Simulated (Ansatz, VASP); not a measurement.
# AlN in VASP and in Ansatz

```
Al N
1.0
     0.00000    2.00521    2.00521
     2.00521    0.00000    2.00521
     2.00521    2.00521    0.00000
Al N
1 1
Direct
  0.50000 0.50000 0.50000
  0.00000 0.00000 0.00000
```

Alike in both runs: functional LDA; k mesh 8 × 8 × 8; occupations gaussian, width 0.1 eV; no spin polarisation.

Ansatz relaxed the structure, and its values are those at the end. VASP's run is a single point on that final structure, the one shown.

|  | VASP | Ansatz |
| --- | --- | --- |
| version | VASP 6.6.1 | Ansatz 0.2.0 |
| potentials or method | VASP PAW LDA potentials, release 64 (Al, N), cutoff 600 eV | scalar-relativistic, plane waves, PAW |
| valence electrons in the cell | 8 | 8 |

VASP gave:

* gap on the k mesh at the Fermi level (eV): 4.70
* least direct gap on the mesh (eV): 6.13
* pressure (GPa): 0.6

Q: Which values does Ansatz return?

A: gap on the k mesh at the Fermi level (eV): 4.71; least direct gap on the mesh (eV): 6.11; pressure (GPa): 0.1.

LDA's correlation is that of Perdew and Zunger in VASP and of Perdew and Wang (1992) in Ansatz.
